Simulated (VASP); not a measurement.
# W4S7 (a cell with a defect) in VASP: notebook

The runs below take W4S7 (a cell with a defect) through single point, with PBE+D3(BJ).

All numbers are computed with VASP 6.6.1; they aren't measurements. Logs are shortened: lines on timing, memory, paths and dates and some standing lists are left out, and cuts for length are marked.

### 1 The cell of the first run

The cell holds a defect, 11 atoms: a = 6.314 Å, b = 6.314 Å, c = 7.055 Å, α = 63.41°, β = 63.41°, γ = 60.00°.

### 2 Single point, PBE+D3(BJ)

INCAR

```
SYSTEM = W4S7
ALGO     = Fast           ! electronic algorithm
EDIFF    = 1E-6           ! SCF threshold, eV
ENCUT    = 520            ! plane-wave cutoff, eV
GGA      = PE             ! functional
ISIF     = 2              ! what is computed and relaxed
ISMEAR   = 0              ! smearing method
IVDW     = 12             ! dispersion correction
LASPH    = .True.         ! aspherical terms in the spheres
LCHARG   = .False.        ! write CHGCAR
LREAL    = .False.        ! projectors in reciprocal space
LWAVE    = .False.        ! write WAVECAR
NBANDS   = 60             ! bands
NELECT   = 96.0         
NELM     = 80             ! most SCF steps
PREC     = Accurate       ! precision mode
SIGMA    = 0.05           ! smearing width, eV
```

KPOINTS

```
k-points
0
Gamma
  6 6 6
  0 0 0
```

POSCAR

```
W4S7
1.0
    3.1571976361     -5.4684267153      0.0000000000
   -3.1571976361     -5.4684267153      0.0000000000
    0.0000000000     -3.6456178102     -6.0395755976
W S
4 7
Direct
    0.4993440419      0.4993440419      0.0019678744
    0.9993440419      0.4993440419      0.0019678744
    0.4993440419      0.9993440419      0.0019678744
    0.9993440419      0.9993440419      0.0019678744
    0.0357724726      0.0912013752      1.3926825821
    0.7527816500      0.2527816500      0.7416550499
    0.2527816500      0.7527816500      0.7416550499
    0.7527816500      0.7527816500      0.7416550499
    0.5791743081      0.0791743081      0.2624770757
    0.0791743081      0.5791743081      0.2624770757
    0.5791743081      0.5791743081      0.2624770757
```

Potentials or basis: VASP PAW PBE potentials, release 64 (W_sv, S).

Started as:

```sh
$ cat potpaw_PBE.64/W_sv/POTCAR potpaw_PBE.64/S/POTCAR > POTCAR
$ mpirun -np 1 vasp_std > vasp.out
```

OUTCAR:

```text
SYSTEM = W4S7
   EDIFF = 1E-6
   ENCUT = 520
   GGA = PE
   ISIF = 2
   ISMEAR = 0
   IVDW = 12
   LASPH = .True.
   LREAL = .False.
   NELECT = 96.0
   NELM = 80
   PREC = Accurate
 IVDW          = 12

 ion  position               nearest neighbor table
   1  0.499  0.499  0.002-   8 2.41   7 2.41   6 2.41  11 2.41  10 2.41   9 2.41   4 3.16   4 3.16
                             3 3.16   2 3.16   2 3.16   3 3.16
   2  0.999  0.499  0.002-   7 2.41   8 2.41  10 2.41  11 2.41   5 2.81   3 3.16   3 3.16   4 3.16
                             4 3.16   1 3.16   1 3.16
   3  0.499  0.999  0.002-   6 2.41   8 2.41   9 2.41  11 2.41   5 3.00   2 3.16   2 3.16   1 3.16
                             4 3.16   1 3.16   4 3.16
   4  0.999  0.999  0.002-   6 2.41   7 2.41   9 2.41  10 2.41   1 3.16   1 3.16   2 3.16   2 3.16
                             3 3.16   3 3.16
   5  0.036  0.091  0.393-   6 2.60   2 2.81   3 3.00
   6  0.753  0.253  0.742-   3 2.41   1 2.41   4 2.41   5 2.60
   7  0.253  0.753  0.742-   2 2.41   1 2.41   4 2.41
   8  0.753  0.753  0.742-   1 2.41   2 2.41   3 2.41
   9  0.579  0.079  0.262-   3 2.41   1 2.41   4 2.41
  10  0.079  0.579  0.262-   2 2.41   1 2.41   4 2.41
  11  0.579  0.579  0.262-   1 2.41   2 2.41   3 2.41

  LATTYP: Found a trigonal (rhomboedric) cell.
 ALAT       =     7.0545731704
 COS(alpha) =     0.5994174297

  Lattice vectors:

 A1 = (  -3.1571976361,   1.8228089051,  -6.0395755976)
 A2 = (   3.1571976361,   1.8228089051,  -6.0395755976)
 A3 = (   0.0000000000,  -3.6456178102,  -6.0395755976)

Analysis of symmetry for initial positions (statically):
=====================================================================
 Subroutine PRICEL returns:
 Original cell was already a primitive cell.

 Routine SETGRP: Setting up the symmetry group for a
 trigonal (rhombohedral) supercell.

 Subroutine GETGRP returns: Found  1 space group operations
 (whereof  1 operations were pure point group operations)
 out of a pool of 12 trial point group operations.

The static configuration has the point symmetry C_1 .

Analysis of symmetry for dynamics (positions and initial velocities):
=====================================================================
 Subroutine PRICEL returns:
 Original cell was already a primitive cell.

 Routine SETGRP: Setting up the symmetry group for a
 trigonal (rhombohedral) supercell.

 Subroutine GETGRP returns: Found  1 space group operations
 (whereof  1 operations were pure point group operations)
 out of a pool of 12 trial point group operations.

The dynamic configuration has the point symmetry C_1 .

 Subroutine INISYM returns: Found  1 space group operations
 (whereof  1 operations are pure point group operations),
 and found     1 'primitive' translations

----------------------------------------------------------------------------------------

                                     Primitive cell

  volume of cell :     208.5454

  direct lattice vectors                    reciprocal lattice vectors
     3.157197636 -5.468426715  0.000000000     0.158368293 -0.091433977  0.055191516
    -3.157197636 -5.468426715  0.000000000    -0.158368293 -0.091433977  0.055191516
     0.000000000 -3.645617810 -6.039575598     0.000000000  0.000000000 -0.165574548

  length of vectors
     6.314395272  6.314395272  7.054573170     0.191015161  0.191015161  0.165574548

  position of ions in fractional coordinates (direct lattice)
     0.499344042  0.499344042  0.001967874
     0.999344042  0.499344042  0.001967874
     0.499344042  0.999344042  0.001967874
     0.999344042  0.999344042  0.001967874
     0.035772473  0.091201375  0.392682582
     0.752781650  0.252781650  0.741655050
     0.252781650  0.752781650  0.741655050
     0.752781650  0.752781650  0.741655050
     0.579174308  0.079174308  0.262477076
     0.079174308  0.579174308  0.262477076
     0.579174308  0.579174308  0.262477076

  ion indices of the primitive-cell ions
   primitive index   ion index
                 1           1
                 2           2
                 3           3
                 4           4
                 5           5
                 6           6
                 7           7
                 8           8
                 9           9
                10          10
                11          11

----------------------------------------------------------------------------------------

 KPOINTS: k-points

Automatic generation of k-mesh.
 Grid dimensions read from file:
 generate k-points for:    6    6    6

 Generating k-lattice:

  Cartesian coordinates                     Fractional coordinates (reciprocal lattice)
     0.026394715 -0.015238996  0.009198586     0.166666667  0.000000000 -0.000000000
    -0.026394715 -0.015238996  0.009198586     0.000000000  0.166666667 -0.000000000
     0.000000000  0.000000000 -0.027595758     0.000000000  0.000000000  0.166666667

  Length of vectors
     0.031835860  0.031835860  0.027595758

  Shift w.r.t. Gamma in fractional coordinates (k-lattice)
     0.000000000  0.000000000  0.000000000

 Subroutine IBZKPT returns following result:
 ===========================================

 Found    112 irreducible k-points:

 Following reciprocal coordinates:
            Coordinates               Weight
  0.000000  0.000000  0.000000      1.000000
  0.166667 -0.000000 -0.000000      2.000000
 -0.000000  0.166667 -0.000000      2.000000
 -0.166667 -0.166667 -0.166667      2.000000
  0.333333 -0.000000 -0.000000      2.000000
 -0.000000  0.333333 -0.000000      2.000000
[... 16 lines left out ...]
 -0.166667  0.500000  0.000000      2.000000
 -0.333333  0.500000  0.500000      2.000000
 [... further k-points ...]
   k-points           NKPTS =    112   k-points in BZ     NKDIM =    112   number of bands    NBANDS=     60
   number of dos      NEDOS =    301   number of ions     NIONS =     11
   total plane-waves  NPLWV = 124416
   dimension x,y,z NGX =    48 NGY =   48 NGZ =   54
   dimension x,y,z NGXF=    96 NGYF=   96 NGZF=  108
   ions per type =               4   7
   NGX,Y,Z   is equivalent  to a cutoff of  12.64, 12.64, 12.73 a.u.
   NGXF,Y,Z  is equivalent  to a cutoff of  25.27, 25.27, 25.45 a.u.
 SYSTEM =  W4S7
   PREC   = accura    normal or accurate (medium, high low for compatibility)
   ISTART =      0    job   : 0-new  1-cont  2-samecut
   ICHARG =      2    charge: 1-file 2-atom 10-const
   ISPIN  =      1    spin polarized calculation?
   LNONCOLLINEAR =      F non collinear calculations
   LSORBIT =      F    spin-orbit coupling
   LASPH  =      T    aspherical Exc in radial PAW
   ENCUT  =  520.0 eV  38.22 Ry    6.18 a.u.  11.74 11.74 13.12*2*pi/ulx,y,z
   NELM   =     80;   NELMIN=  2; NELMDL= -5     # of ELM steps
   EDIFF  = 0.1E-05   stopping-criterion for ELM
   LREAL  =      F    real-space projection
   EDIFFG = 0.1E-04   stopping-criterion for IOM
   NSW    =      0    number of steps for IOM
   IBRION =     -1    ionic relax: 0-MD 1-quasi-New 2-CG
   NFREE  =      0    steps in history (QN), initial steepest desc. (CG)
   ISIF   =      2    stress and relaxation
   ISYM   =      2    0-nonsym 1-usesym 2-fastsym
   POTIM  = 0.5000    time-step for ionic-motion
   TEBEG  =    0.0;   TEEND  =   0.0 temperature during run
   PSTRESS=    0.0 pullay stress
   NELECT =      96.0000    total number of electrons
   NUPDOWN=      -1.0000    fix difference up-down
   EMIN   =  10.00;   EMAX   =-10.00  energy-range for DOS
   EFERMI =   0.00;   METHOD = LEGACY
   ISMEAR =     0;   SIGMA  =   0.05  broadening in eV -4-tet -1-fermi 0-gaus
   EFERMI_NEDOS =   21; number of points for ismear=-14 and -15
   IALGO  =     68    algorithm
   IMIX   =      4    mixing-type and parameters
     AMIX     =   0.40;   BMIX     =  1.00
     AMIX_MAG =   1.60;   BMIX_MAG =  1.00
  volume/ion in A,a.u.               =      18.96       127.94
  Fermi-wavevector in a.u.,A,eV,Ry     =   1.264052  2.388713 21.739773  1.597828
  Thomas-Fermi vector in A             =   2.397377
   LORBIT       =      0    0 simple, 1 ext, 2 COOP (PROOUT), +10 PAW based schemes
   GGA     = PE    functional components
   LHFCALC =     F    Hartree Fock is set to
   AEXX    =    0.0000 exact exchange contribution
   IVDW    =    12    specifies the selected vdW correction
   LEPSILON=     F    determine dielectric tensor
   LRPA    =     F    only Hartree local field effects (RPA)
 non-spin polarized calculation
 RMM-DIIS sequential band-by-band and
 Gauss-broadening in eV      SIGMA  =   0.05
  energy-cutoff  :      520.00
  volume of cell :      208.55
 maximum number of plane-waves:      5644
   NGX = 23   NGY = 23   NGZ = 27

 number of electron      95.9999996 magnetization

 Free energy of the ion-electron system (eV)
  ---------------------------------------------------
  ext. energy  EPLUGINS =         0.00000000
  ---------------------------------------------------
  free energy    TOTEN  =       -96.73418368 eV

  energy without entropy =      -96.72516751  energy(sigma->0) =      -96.72967559

 E-fermi :   5.9959     XC(G=0): -10.5656

 val. band max:        5.9925347667   @ k =   0.3333   0.1667   0.5000
 cond. band min:       5.9988397611   @ k =   0.5000   0.1667   0.1667
 fundamental gap:      0.0063049944
 Fermi energy:         5.9958579169

 k-point     1 :       0.0000    0.0000    0.0000
  band No.  band energies     occupation
      1     -68.1999      2.00000
      2     -68.1524      2.00000
      3     -68.1361      2.00000
      4     -67.9723      2.00000
      5     -32.5080      2.00000
      6     -32.4915      2.00000
[... 52 lines left out ...]
     59       9.8179      0.00000
     60       9.8912      0.00000

 k-point     2 :       0.1667   -0.0000   -0.0000
  band No.  band energies     occupation
      1     -68.1997      2.00000
      2     -68.1522      2.00000
      3     -68.1364      2.00000
      4     -67.9723      2.00000
      5     -32.4931      2.00000
      6     -32.4775      2.00000
[... 1383 lines left out ...]
      4     -67.9725      2.00000
      5     -32.4384      2.00000
      6     -32.4132      2.00000
[... 52 lines left out ...]
     59       9.4815      0.00000
     60      10.0666      0.00000

 [... further k-points ...]

------------------------ aborting loop because EDIFF is reached ----------------------------------------

 Edisp (eV)   -4.45812

 E8    (eV) :    -1.8931

  FORCE on cell =-STRESS in cart. coord.  units (eV):
  Direction    XX          YY          ZZ          XY          YZ          ZX
  --------------------------------------------------------------------------------------
  -------------------------------------------------------------------------------------
  Total     -31.94514   -31.34985   -33.77030    -0.02485    -0.60629    -0.18673
  in kB    -245.42273  -240.84935  -259.44476    -0.19094    -4.65787    -1.43460
  external pressure =     -248.57 kB  Pullay stress =        0.00 kB

 VOLUME and BASIS-vectors are now :
 -----------------------------------------------------------------------------
  energy-cutoff  :      520.00
  volume of cell :      208.55
      direct lattice vectors                 reciprocal lattice vectors
     3.157197636 -5.468426715  0.000000000     0.158368293 -0.091433977  0.055191516
    -3.157197636 -5.468426715  0.000000000    -0.158368293 -0.091433977  0.055191516
     0.000000000 -3.645617810 -6.039575598     0.000000000  0.000000000 -0.165574548

 POSITION                                       TOTAL-FORCE (eV/Angst)
 -----------------------------------------------------------------------------------
      0.00000     -5.46843     -0.01189        -0.038084     -0.070185     -0.424163
      1.57860     -8.20264     -0.01189         2.111382      1.126736     -1.615424
     -1.57860     -8.20264     -0.01189        -1.988847      0.838430     -1.063674
      0.00000    -10.93685     -0.01189        -0.132732     -2.120883     -0.859129
     -0.17500     -2.12592     -2.37164         0.459718      0.791608      4.087931
      1.57860     -8.20264     -4.47928         0.374063      0.273635     -0.418708
     -1.57860     -8.20264     -4.47928        -0.321848      0.190808     -0.271212
      0.00000    -10.93685     -4.47928        -0.026452     -0.419963     -0.112592
      1.57860     -4.55702     -1.58525         0.645558      0.147233      0.224308
     -1.57860     -4.55702     -1.58525        -0.765287     -0.186205      0.252624
      0.00000     -7.29124     -1.58525        -0.317470     -0.571213      0.200037
 -----------------------------------------------------------------------------------
    total drift:                                0.000001      0.000223      0.000016

  FREE ENERGIE OF THE ION-ELECTRON SYSTEM (eV)
  ---------------------------------------------------
  free  energy   TOTEN  =      -101.1923061794 eV

  energy  without entropy=     -101.1832900077  energy(sigma->0) =     -101.18779809
```

Wall time 39 min (1 thread of Oxide Virtual Turin-like, shared host); peak memory 1 GiB.

What came out:

```
Free energy                : -101.1923 eV
Largest force              : 4.189 eV/Å
Dispersion energy per atom : -0.405 eV
```

Forces on the atoms (eV/Å):
```
W   -0.038 -0.070 -0.424
W    2.111  1.127 -1.615
W   -1.989  0.838 -1.064
W   -0.133 -2.121 -0.859
S    0.460  0.792  4.088
S    0.374  0.274 -0.419
S   -0.322  0.191 -0.271
S   -0.026 -0.420 -0.113
S    0.646  0.147  0.224
S   -0.765 -0.186  0.253
S   -0.317 -0.571  0.200
```

Caveat: the cell carries a net charge on a neutralising background, which shifts energy and pressure; the cell differs from its parent crystal (atoms taken out, atom 5 moved 1.250 of the way to it and -0.350 Å across, host rigid); the cell is charged against a uniform background, so pressure and absolute levels hang on convention; spin-orbit coupling is left out, which moves the levels of the heavy elements.

### 3 Single point, PBE+D3(BJ)

INCAR

```
SYSTEM = W4S7
  PREC = Accurate
  ENCUT = 520
  EDIFF = 1E-6
  ISMEAR = 0
  SIGMA = 0.05
  LREAL = .FALSE.
  LASPH = .TRUE.
  NELM = 100
  ALGO = Fast
  ISIF = 2
  LWAVE = .FALSE.
  LCHARG = .FALSE.
  GGA = PE
  IVDW = 12
  NBANDS = 60
  NELECT = 96.0
```

KPOINTS

```
regular mesh
0
G
  6 6 6
  0 0 0
```

Edit POSCAR of step 2 so:

```diff
@@ -12,3 +12,3 @@
     0.9993440419      0.9993440419      0.0019678744
-    0.0357724726      0.0912013752      1.3926825821
+    0.2527816500      0.3636394551      0.7416550499
     0.7527816500      0.2527816500      0.7416550499
```

Potentials or basis: VASP PAW PBE potentials, release 64 (W_sv, S).

Started as:

```sh
$ cat potpaw_PBE.64/W_sv/POTCAR potpaw_PBE.64/S/POTCAR > POTCAR
$ mpirun -np 1 vasp_std > vasp.out
```

Wall time 36 min (1 thread of Oxide Virtual Turin-like, shared host); peak memory 1 GiB.

It converged, with:

```
Free energy                : -101.3779 eV
Largest force              : 9.691 eV/Å
Dispersion energy per atom : -0.405 eV
```

Forces on the atoms (eV/Å):
```
W   -0.003 -0.489 -0.297
W   -3.673 -1.093 -5.309
W   -1.202 -0.116  0.150
W   -0.371 -1.649  0.139
S    6.522  4.828  5.298
S    0.864 -0.123  0.006
S   -1.274 -1.272  0.131
S   -0.726 -0.443  0.042
S    0.455  0.200  0.075
S   -0.162 -0.188 -0.139
S   -0.429  0.345 -0.096
```

Levels at points of the mesh, in eV from the Fermi level:
| k point | band 45 | band 46 | band 47 | band 48 | band 49 | band 50 | band 51 | band 52 |
| --- | --- | --- | --- | --- | --- | --- | --- | --- |
| (0.00, 0.00, 0.00) | -0.67 | -0.48 | -0.34 | 0.00 | 0.42 | 1.33 | 1.49 | 2.31 |
| (0.50, 0.00, 0.00) | -0.99 | -0.77 | -0.44 | -0.32 | -0.19 | 1.06 | 1.45 | 2.32 |
| (0.00, 0.50, 0.00) | -1.07 | -0.79 | -0.66 | -0.24 | -0.02 | 1.16 | 1.42 | 2.23 |
| (0.50, 0.50, 0.50) | -0.92 | -0.53 | -0.49 | -0.31 | -0.02 | 0.85 | 1.52 | 1.88 |
| (0.50, 0.50, 0.00) | -0.90 | -0.50 | -0.47 | -0.44 | -0.17 | 0.95 | 1.60 | 1.94 |
| (0.00, 0.50, 0.50) | -1.11 | -0.91 | -0.71 | -0.24 | 0.34 | 1.21 | 1.68 | 2.03 |
| (0.50, 0.00, 0.50) | -1.02 | -0.79 | -0.43 | -0.31 | -0.16 | 1.12 | 1.70 | 2.04 |
| (0.00, 0.00, 0.50) | -0.82 | -0.25 | -0.06 | 0.17 | 0.52 | 1.44 | 1.56 | 2.32 |

Caveat: the cell carries a net charge on a neutralising background, which shifts energy and pressure; the cell differs from its parent crystal (atoms taken out, atom 5 moved 0.000 of the way to it and -0.700 Å across, host rigid); the cell is charged against a uniform background, so pressure and absolute levels hang on convention; spin-orbit coupling is left out, which moves the levels of the heavy elements.

### 4 Single point, PBE+D3(BJ)

INCAR

```
PREC = Accurate ; ENCUT = 520
EDIFF = 1E-6 ; ISMEAR = 0
SIGMA = 0.05 ; LREAL = F
LASPH = T ; NELM = 80
ALGO = Fast ; ISIF = 2
LWAVE = F ; LCHARG = F
GGA = PE ; IVDW = 12
NELECT = 96.0 ; NBANDS = 60
```

KPOINTS

```
regular mesh
0
Gamma
  6 6 6
```

Edit POSCAR of step 3 so:

```diff
@@ -12,3 +12,3 @@
     0.9993440419      0.9993440419      0.0019678744
-    0.2527816500      0.3636394551      0.7416550499
+    0.0791743081      0.1346032106      1.2624770757
     0.7527816500      0.2527816500      0.7416550499
```

Started as:

```sh
$ cat potpaw_PBE.64/W_sv/POTCAR potpaw_PBE.64/S/POTCAR > POTCAR
$ mpirun -np 1 vasp_std > vasp.out
```

It took 48 min on 1 thread of Oxide Virtual Turin-like, shared host; peak memory 1 GiB.

Results (log left out):

```
Free energy                : -103.4002 eV
Largest force              : 4.219 eV/Å
Dispersion energy per atom : -0.405 eV
```

Forces in eV/Å, atoms in the order of the input:
```
W   -0.084 -0.160  0.206
W   -0.982 -0.629  1.423
W   -0.857 -0.049 -0.086
W   -0.256 -1.531 -0.376
S    2.710  3.067 -1.026
S    0.341  0.158 -0.146
S   -0.161 -0.085 -0.009
S   -0.155  0.095  0.082
S    0.665  0.022 -0.040
S   -0.839 -0.410 -0.017
S   -0.382 -0.478 -0.010
```

Levels at points of the mesh, in eV from the Fermi level:
| k point | band 45 | band 46 | band 47 | band 48 | band 49 | band 50 | band 51 | band 52 |
| --- | --- | --- | --- | --- | --- | --- | --- | --- |
| (0.00, 0.00, 0.00) | -0.63 | -0.42 | -0.36 | -0.21 | 0.28 | 1.53 | 1.58 | 2.86 |
| (0.50, 0.00, 0.00) | -0.78 | -0.62 | -0.45 | -0.32 | -0.23 | 1.21 | 1.69 | 2.73 |
| (0.00, 0.50, 0.00) | -0.96 | -0.68 | -0.56 | -0.34 | -0.07 | 1.27 | 1.67 | 2.67 |
| (0.50, 0.50, 0.50) | -0.71 | -0.49 | -0.42 | -0.36 | -0.24 | 1.12 | 1.77 | 2.51 |
| (0.50, 0.50, 0.00) | -0.92 | -0.48 | -0.36 | -0.31 | -0.18 | 1.06 | 1.82 | 2.44 |
| (0.00, 0.50, 0.50) | -0.99 | -0.80 | -0.59 | -0.24 | 0.02 | 1.18 | 1.79 | 2.44 |
| (0.50, 0.00, 0.50) | -0.95 | -0.70 | -0.43 | -0.29 | -0.15 | 1.13 | 1.80 | 2.40 |
| (0.00, 0.00, 0.50) | -0.77 | -0.55 | -0.43 | 0.29 | 0.74 | 1.60 | 1.67 | 2.88 |

Caveat: the cell carries a net charge on a neutralising background, which shifts energy and pressure; the cell differs from its parent crystal (atoms taken out, atom 5 moved 1.000 of the way to it and -0.350 Å across, host rigid); the cell is charged against a uniform background, so pressure and absolute levels hang on convention; spin-orbit coupling is left out, which moves the levels of the heavy elements.
